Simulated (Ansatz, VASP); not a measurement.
**Two plane-wave programs on Si2W**

```
Si W
1.0
    -1.61465    1.61465    3.93361
     1.61465   -1.61465    3.93361
     1.61465    1.61465   -3.93361
Si W
2 1
Direct
  0.33457 0.33457 0.00000
  0.66543 0.66543 0.00000
  0.00000 0.00000 0.00000
```

Alike in both runs: functional PBE; k mesh 18 × 18 × 18; occupations gaussian, width 0.1 eV; no spin polarisation.

Ansatz relaxed the structure, and its values are those at the end. VASP's run is a single point on that final structure, the one shown.

|  | VASP | Ansatz |
| --- | --- | --- |
| version | VASP 6.6.1 | Ansatz 0.2.0 |
| potentials or method | VASP PAW PBE potentials, release 64 (Si, W_sv), cutoff 520 eV | scalar-relativistic, plane waves, PAW |
| valence electrons in the cell | 22 | 22 |

```csv
,VASP,Ansatz,Ansatz less VASP
gap on the k mesh at the Fermi level (eV),none,none,-
pressure (GPa),0.0,0.0,0.00
```

A gap of «none» marks a metal or a gap that the smearing closes. The functional is the same, so the differences come from potentials, cutoffs and numerics.

Spin-orbit coupling is off throughout.
